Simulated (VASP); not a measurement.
Runs of VASP 6.6.1 on Ni. The structure is that of space group Fm-3m (No. 225), or close to it. The cells are those of the table. 

```csv
task,cell,k mesh,cutoff (eV),gap on the mesh (eV),pressure (GPa),moment (μB),relaxed volume (Å³/atom)
single point,"a = 2.489 Å, angles 60.0°, 1 atom",10 × 10 × 10,520,none,0.2,0.72,-
single point,"a = 2.488 Å, angles 60.0°, 1 atom",20 × 20 × 20,520,none,-0.1,0.63,-
relaxation of cell and atoms,"relaxed from a = 2.457 Å, angles 60.0°, 1 atom",10 × 10 × 10,600,none,0.0,0.72,10.91
relaxation of cell and atoms,"relaxed from a = 2.489 Å, angles 60.0°, 1 atom",20 × 20 × 20,600,none,0.0,0.63,10.88
single point,"a = 2.457 Å, angles 60.0°, 1 atom",8 × 8 × 8,520,none,(b),(a),-
```

Alike in all rows: level PBE; potentials or basis VASP PAW PBE potentials, release 64 (Ni); spin collinear, ferromagnetic start; smearing gaussian 0.1 eV.

Question: Estimate the missing entries.

Answer: (a) 0.70; (b) 8.3.

Caveats: some runs use coarse meshes.

A gap of «none» marks levels without a gap at the run's occupations.
